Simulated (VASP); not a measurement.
# Co (P6_3/mmc) in VASP: notebook

Runs on Co. Level: PBE. Tasks: single point.

Program: VASP 6.6.1. These are calculated values, not measurements. Logs are shortened: lines on timing, memory, paths and dates and some standing lists are left out, and cuts for length are marked.

### Step 1. The cell of the first run

It takes space group P6_3/mmc (No. 194, hexagonal). The conventional cell has a = 2.493 Å, b = 2.493 Å, c = 4.037 Å, α = 90.00°, β = 90.00°, γ = 120.00°. Within 3.3 Å of Co (site symmetry -6m2) lie 12 Co at 2.48 to 2.49 Å.

### Step 2. Single point, PBE, collinear spin, ferromagnetic start

Contents of INCAR:

```
PREC = Accurate
ENCUT = 520
EDIFF = 1E-6
ISMEAR = -1
SIGMA = 0.1
LREAL = F
LASPH = T
NELM = 150
ALGO = Normal
ISIF = 2
LWAVE = F
LCHARG = F
ISPIN = 2
MAGMOM = 1.7 1.7
LORBIT = 11
LMAXMIX = 4
GGA = PE
NBANDS = 20
```

Contents of KPOINTS:

```
Automatic mesh
0
Gamma
  15 15 8
```

Contents of POSCAR:

```
Co
1.0
    1.2465198872     -2.1590357772      0.0000000000
    1.2465198872      2.1590357772      0.0000000000
    0.0000000000      0.0000000000      4.0369294962
Co
2
Direct
    0.6666666670      0.3333333330      0.2500000000
    0.3333333330      0.6666666670      0.7500000000
```

Potentials or basis: VASP PAW PBE potentials, release 64 (Co).

On the command line:

```sh
$ cat potpaw_PBE.64/Co/POTCAR > POTCAR
$ mpirun -np 1 vasp_std > vasp.out
```

OUTCAR:

```text
PREC = Accurate
   ENCUT = 520
   EDIFF = 1E-6
   ISMEAR = -1
   LREAL = F
   LASPH = T
   NELM = 150
   ISIF = 2
   ISPIN = 2
   LORBIT = 11
   GGA = PE

 ion  position               nearest neighbor table
   1  0.667  0.333  0.250-   2 2.48   2 2.48   2 2.48   2 2.48   2 2.48   2 2.48
   2  0.333  0.667  0.750-   1 2.48   1 2.48   1 2.48   1 2.48   1 2.48   1 2.48

  LATTYP: Found a hexagonal cell.
 ALAT       =     2.4930397743
 C/A-ratio  =     1.6192800202

  Lattice vectors:

 A1 = (   1.2465198872,  -2.1590357772,   0.0000000000)
 A2 = (   1.2465198872,   2.1590357772,   0.0000000000)
 A3 = (   0.0000000000,   0.0000000000,   4.0369294962)

Analysis of symmetry for initial positions (statically):
=====================================================================
 Subroutine PRICEL returns:
 Original cell was already a primitive cell.

 Routine SETGRP: Setting up the symmetry group for a
 hexagonal supercell.

 Subroutine GETGRP returns: Found 24 space group operations
 (whereof 12 operations were pure point group operations)
 out of a pool of 24 trial point group operations.

The static configuration has the point symmetry D_3d.
 The point group associated with its full space group is D_6h.

Analysis of symmetry for dynamics (positions and initial velocities):
=====================================================================
 Subroutine PRICEL returns:
 Original cell was already a primitive cell.

 Routine SETGRP: Setting up the symmetry group for a
 hexagonal supercell.

 Subroutine GETGRP returns: Found 24 space group operations
 (whereof 12 operations were pure point group operations)
 out of a pool of 24 trial point group operations.

The dynamic configuration has the point symmetry D_3d.
 The point group associated with its full space group is D_6h.

Analysis of structural, dynamic, and magnetic symmetry:
=====================================================================
 Subroutine PRICEL returns:
 Original cell was already a primitive cell.

 Routine SETGRP: Setting up the symmetry group for a
 hexagonal supercell.

 Subroutine GETGRP returns: Found 24 space group operations
 (whereof 12 operations were pure point group operations)
 out of a pool of 24 trial point group operations.

The overall configuration has the point symmetry D_3d.
 The point group associated with its full space group is D_6h.

 Subroutine INISYM returns: Found 24 space group operations
 (whereof 12 operations are pure point group operations),
 and found     1 'primitive' translations

----------------------------------------------------------------------------------------

                                     Primitive cell

  volume of cell :      21.7290

  direct lattice vectors                    reciprocal lattice vectors
     1.246519887 -2.159035777  0.000000000     0.401116745 -0.231584861  0.000000000
     1.246519887  2.159035777  0.000000000     0.401116745  0.231584861  0.000000000
     0.000000000  0.000000000  4.036929496     0.000000000  0.000000000  0.247713021

  length of vectors
     2.493039774  2.493039774  4.036929496     0.463169722  0.463169722  0.247713021

  position of ions in fractional coordinates (direct lattice)
     0.666666667  0.333333333  0.250000000
     0.333333333  0.666666667  0.750000000

  ion indices of the primitive-cell ions
   primitive index   ion index
                 1           1
                 2           2

----------------------------------------------------------------------------------------

 KPOINTS: Automatic mesh

Automatic generation of k-mesh.
 Grid dimensions read from file:
 generate k-points for:   15   15    8

 Generating k-lattice:

  Cartesian coordinates                     Fractional coordinates (reciprocal lattice)
     0.026741116 -0.015438991  0.000000000     0.066666667  0.000000000  0.000000000
     0.026741116  0.015438991  0.000000000     0.000000000  0.066666667  0.000000000
     0.000000000  0.000000000  0.030964128     0.000000000  0.000000000  0.125000000

  Length of vectors
     0.030877981  0.030877981  0.030964128

  Shift w.r.t. Gamma in fractional coordinates (k-lattice)
     0.000000000  0.000000000  0.000000000

 Subroutine IBZKPT returns following result:
 ===========================================

 Found    135 irreducible k-points:

 Following reciprocal coordinates:
            Coordinates               Weight
  0.000000  0.000000  0.000000      1.000000
  0.066667  0.000000  0.000000      6.000000
  0.133333  0.000000  0.000000      6.000000
  0.200000 -0.000000  0.000000      6.000000
  0.266667  0.000000  0.000000      6.000000
  0.333333 -0.000000  0.000000      6.000000
[... 16 lines left out ...]
  0.333333  0.200000  0.000000     12.000000
  0.400000  0.200000  0.000000      6.000000
 [... further k-points ...]
   k-points           NKPTS =    135   k-points in BZ     NKDIM =    135   number of bands    NBANDS=     20
   number of dos      NEDOS =    301   number of ions     NIONS =      2
   total plane-waves  NPLWV =  12000
   dimension x,y,z NGX =    20 NGY =   20 NGZ =   30
   dimension x,y,z NGXF=    40 NGYF=   40 NGZF=   60
   ions per type =               2
   NGX,Y,Z   is equivalent  to a cutoff of  13.34, 13.34, 12.35 a.u.
   NGXF,Y,Z  is equivalent  to a cutoff of  26.67, 26.67, 24.71 a.u.
 SYSTEM =  unknown system
   PREC   = accura    normal or accurate (medium, high low for compatibility)
   ISTART =      0    job   : 0-new  1-cont  2-samecut
   ICHARG =      2    charge: 1-file 2-atom 10-const
   ISPIN  =      2    spin polarized calculation?
   LNONCOLLINEAR =      F non collinear calculations
   LSORBIT =      F    spin-orbit coupling
   LASPH  =      T    aspherical Exc in radial PAW
   ENCUT  =  520.0 eV  38.22 Ry    6.18 a.u.   4.64  4.64  7.51*2*pi/ulx,y,z
   NELM   =    150;   NELMIN=  2; NELMDL= -5     # of ELM steps
   EDIFF  = 0.1E-05   stopping-criterion for ELM
   LREAL  =      F    real-space projection
   EDIFFG = 0.1E-04   stopping-criterion for IOM
   NSW    =      0    number of steps for IOM
   IBRION =     -1    ionic relax: 0-MD 1-quasi-New 2-CG
   NFREE  =      0    steps in history (QN), initial steepest desc. (CG)
   ISIF   =      2    stress and relaxation
   ISYM   =      2    0-nonsym 1-usesym 2-fastsym
   POTIM  = 0.5000    time-step for ionic-motion
   TEBEG  =    0.0;   TEEND  =   0.0 temperature during run
   PSTRESS=    0.0 pullay stress
   NELECT =      18.0000    total number of electrons
   NUPDOWN=      -1.0000    fix difference up-down
   EMIN   =  10.00;   EMAX   =-10.00  energy-range for DOS
   EFERMI =   0.00;   METHOD = LEGACY
   ISMEAR =    -1;   SIGMA  =   0.10  broadening in eV -4-tet -1-fermi 0-gaus
   EFERMI_NEDOS =   21; number of points for ismear=-14 and -15
   IALGO  =     38    algorithm
   IMIX   =      4    mixing-type and parameters
     AMIX     =   0.40;   BMIX     =  1.00
     AMIX_MAG =   1.60;   BMIX_MAG =  1.00
  volume/ion in A,a.u.               =      10.86        73.32
  Fermi-wavevector in a.u.,A,eV,Ry     =   1.537513  2.905479 32.163461  2.363948
  Thomas-Fermi vector in A             =   2.644012
   LORBIT       =     11    0 simple, 1 ext, 2 COOP (PROOUT), +10 PAW based schemes
   GGA     = PE    functional components
   LHFCALC =     F    Hartree Fock is set to
   AEXX    =    0.0000 exact exchange contribution
   IVDW    =     0    specifies the selected vdW correction
   LEPSILON=     F    determine dielectric tensor
   LRPA    =     F    only Hartree local field effects (RPA)
 spin polarized calculation
  energy-cutoff  :      520.00
  volume of cell :       21.73
 maximum number of plane-waves:       604
 NGX is ok and might be reduce to    20
   NGX =  9   NGY =  9   NGZ = 15

 number of electron      17.9999998 magnetization       3.2280602

 Free energy of the ion-electron system (eV)
  ---------------------------------------------------
  ext. energy  EPLUGINS =         0.00000000
  ---------------------------------------------------
  free energy    TOTEN  =       -14.10181143 eV

  energy without entropy =      -14.04108062  energy(sigma->0) =      -14.07144602

 E-fermi :  10.2345     XC(G=0): -13.3958

 val. band max:       10.2298434857   @ k =   0.4000   0.2000   0.5000
 cond. band min:      10.2378646505   @ k =   0.2000  -0.0000   0.0000
 fundamental gap:      0.0080211648
 Fermi energy:        10.2345243483

 spin component 1

 k-point     1 :       0.0000    0.0000    0.0000
  band No.  band energies     occupation
      1       1.3350      1.00000
      2       5.1141      1.00000
      3       7.6230      1.00000
      4       7.6498      1.00000
      5       7.6498      1.00000
      6       7.9590      1.00000
[... 12 lines left out ...]
     19      36.1256      0.00000
     20      36.1256      0.00000
[... 507 lines left out ...]
 k-point    24 :       0.4000    0.2000    0.0000
  band No.  band energies     occupation
      1       5.8965      1.00000
      2       5.9974      1.00000
      3       6.0083      1.00000
      4       7.0086      1.00000
      5       7.3494      1.00000
      6       7.5790      1.00000
[... 12 lines left out ...]
     19      29.5725      0.00000
     20      38.9942      0.00000

 [... further k-points ...]

 spin component 2

 k-point     1 :       0.0000    0.0000    0.0000
  band No.  band energies     occupation
      1       1.3334      1.00000
      2       6.0564      1.00000
      3       9.2510      0.99995
      4       9.2891      0.99992
      5       9.2891      0.99992
      6       9.6518      0.99706
[... 12 lines left out ...]
     19      36.4194      0.00000
     20      36.4194      0.00000
[... 507 lines left out ...]
 k-point    24 :       0.4000    0.2000    0.0000
  band No.  band energies     occupation
      1       6.9391      1.00000
      2       7.1769      1.00000
      3       7.1933      1.00000
      4       7.8778      1.00000
      5       8.9132      1.00000
      6       9.0693      0.99999
[... 12 lines left out ...]
     19      29.9214      0.00000
     20      39.2858      0.00000

 [... further k-points ...]
[... 5 lines left out ...]
  --------------------------------------------------------------------------------------
  -------------------------------------------------------------------------------------
  Total       -0.0585485     -0.0585485     -0.0882002      0.0000000      0.0000000      0.0000000
  in kB       -4.3170443     -4.3170443     -6.5033901      0.0000000      0.0000000      0.0000000
  external PRESSURE =      -5.0458262 kB  Pullay stress =       0.0000000 kB

 VOLUME and BASIS-vectors are now :
 -----------------------------------------------------------------------------
  energy-cutoff  :      520.00
  volume of cell :       21.73
      direct lattice vectors                 reciprocal lattice vectors
     1.246519887 -2.159035777  0.000000000     0.401116745 -0.231584861  0.000000000
     1.246519887  2.159035777  0.000000000     0.401116745  0.231584861  0.000000000
     0.000000000  0.000000000  4.036929496     0.000000000  0.000000000  0.247713021

 POSITION                                       TOTAL-FORCE (eV/Angst)
 -----------------------------------------------------------------------------------
      1.24652     -0.71968      1.00923         0.000000      0.000000      0.000000
      1.24652      0.71968      3.02770        -0.000000     -0.000000      0.000000
 -----------------------------------------------------------------------------------
    total drift:                               -0.000000      0.000000     -0.000000

  FREE ENERGIE OF THE ION-ELECTRON SYSTEM (eV)
  ---------------------------------------------------
  free  energy   TOTEN  =       -14.1018114338 eV

  energy  without entropy=      -14.0410806158  energy(sigma->0) =      -14.07144602

 total charge

# of ion       s       p       d       tot
------------------------------------------
    1        0.488   0.520   7.262   8.270
    2        0.488   0.520   7.262   8.270
--------------------------------------------------
tot          0.977   1.040  14.524  16.540

 magnetization (x)

# of ion       s       p       d       tot
------------------------------------------
    1       -0.014  -0.053   1.701   1.634
    2       -0.014  -0.053   1.701   1.634
--------------------------------------------------
tot         -0.029  -0.106   3.403   3.268
```

Run time: 95 s. Hardware: 1 thread of Intel Xeon Platinum 8259CL at 2.50GHz (Skylake/Cascade Lake), shared host; peak memory 0.2 GiB.

Results:

| Item | Value |
| --- | --- |
| Free energy | -14.1018 eV |
| Pressure | -0.5 GPa |
| Net moment | 3.23 μB per cell |
| Site moments | Co +1.63 μB |
| Valence electrons inside the program's atomic spheres | Co 8.27 |

Stress tensor (GPa, compression positive):
```
-0.43  0.00  0.00
 0.00 -0.43  0.00
 0.00  0.00 -0.65
```

### Step 3. Single point, PBE, collinear spin, ferromagnetic start

Contents of INCAR:

```
SYSTEM = Co
PREC = Accurate
ENCUT = 520
EDIFF = 1E-7
ISMEAR = -1
SIGMA = 0.1
LREAL = .FALSE.
LASPH = .TRUE.
NELM = 150
ALGO = Normal
ISIF = 2
LWAVE = .FALSE.
LCHARG = .FALSE.
ISPIN = 2
MAGMOM = 1.7 1.7
LORBIT = 11
LMAXMIX = 4
GGA = PE
NBANDS = 20
```

Contents of KPOINTS:

```
Automatic mesh
0
G
  20 20 11
  0 0 0
```

Contents of POSCAR:

```
Co
1.0
    2.4930397743      0.0000000000      0.0000000000
   -1.2465198872      2.1590357772      0.0000000000
    0.0000000000      0.0000000000      4.0369294963
Co
2
Direct
    0.3333333333      0.6666666667      0.2500000000
    0.6666666667      0.3333333333      0.7500000000
```

Potentials or basis: VASP PAW PBE potentials, release 64 (Co).

On the command line:

```sh
$ cat potpaw_PBE.64/Co/POTCAR > POTCAR
$ mpirun -np 1 vasp_std > vasp.out
```

OUTCAR:

```text
SYSTEM = Co
   PREC = Accurate
   ENCUT = 520
   EDIFF = 1E-7
   ISMEAR = -1
   LREAL = .FALSE.
   LASPH = .TRUE.
   NELM = 150
   ISIF = 2
   ISPIN = 2
   LORBIT = 11
   GGA = PE

 ion  position               nearest neighbor table
   1  0.333  0.667  0.250-   2 2.48   2 2.48   2 2.48   2 2.48   2 2.48   2 2.48
   2  0.667  0.333  0.750-   1 2.48   1 2.48   1 2.48   1 2.48   1 2.48   1 2.48

  LATTYP: Found a hexagonal cell.
 ALAT       =     2.4930397743
 C/A-ratio  =     1.6192800203

  Lattice vectors:

 A1 = (   2.4930397743,   0.0000000000,   0.0000000000)
 A2 = (  -1.2465198872,   2.1590357772,   0.0000000000)
 A3 = (   0.0000000000,   0.0000000000,   4.0369294963)

Analysis of symmetry for initial positions (statically):
=====================================================================
 Subroutine PRICEL returns:
 Original cell was already a primitive cell.

 Routine SETGRP: Setting up the symmetry group for a
 hexagonal supercell.

 Subroutine GETGRP returns: Found 24 space group operations
 (whereof 12 operations were pure point group operations)
[... 745 lines left out ...]

 k-point     1 :       0.0000    0.0000    0.0000
  band No.  band energies     occupation
      1       1.3304      1.00000
      2       6.0520      1.00000
      3       9.2465      0.99995
      4       9.2827      0.99993
      5       9.2827      0.99993
      6       9.6452      0.99733
[... 541 lines left out ...]
     19      34.7998      0.00000
     20      35.8451      0.00000

 [... further k-points ...]
[... 5 lines left out ...]
  --------------------------------------------------------------------------------------
  -------------------------------------------------------------------------------------
  Total       -0.0904461     -0.0904461     -0.1088888      0.0000000      0.0000000      0.0000000
  in kB       -6.6689922     -6.6689922     -8.0288569      0.0000000      0.0000000      0.0000000
  external PRESSURE =      -7.1222804 kB  Pullay stress =       0.0000000 kB

 VOLUME and BASIS-vectors are now :
 -----------------------------------------------------------------------------
  energy-cutoff  :      520.00
  volume of cell :       21.73
      direct lattice vectors                 reciprocal lattice vectors
     2.493039774  0.000000000  0.000000000     0.401116745  0.231584861  0.000000000
    -1.246519887  2.159035777  0.000000000     0.000000000  0.463169722  0.000000000
     0.000000000  0.000000000  4.036929496     0.000000000  0.000000000  0.247713021

 POSITION                                       TOTAL-FORCE (eV/Angst)
 -----------------------------------------------------------------------------------
     -0.00000      1.43936      1.00923         0.000000     -0.000000      0.000000
      1.24652      0.71968      3.02770        -0.000000      0.000000      0.000000
 -----------------------------------------------------------------------------------
    total drift:                               -0.000000     -0.000000     -0.000000

  FREE ENERGIE OF THE ION-ELECTRON SYSTEM (eV)
  ---------------------------------------------------
  free  energy   TOTEN  =       -14.1011278674 eV

  energy  without entropy=      -14.0406931185  energy(sigma->0) =      -14.07091049

 total charge

# of ion       s       p       d       tot
------------------------------------------
    1        0.488   0.520   7.263   8.270
    2        0.488   0.520   7.263   8.270
--------------------------------------------------
tot          0.976   1.039  14.526  16.541

 magnetization (x)

# of ion       s       p       d       tot
------------------------------------------
    1       -0.015  -0.054   1.689   1.620
    2       -0.015  -0.054   1.689   1.620
--------------------------------------------------
tot         -0.030  -0.109   3.378   3.240
```

It took 3.3 min on 1 thread of Intel Xeon Platinum 8259CL at 2.50GHz (Skylake/Cascade Lake), shared host; peak memory 0.27 GiB.

Results:

* Free energy: -14.1011 eV
* Pressure: -0.7 GPa
* Net moment: 3.20 μB per cell
* Site moments: Co +1.62 μB
* Valence electrons inside the program's atomic spheres: Co 8.27
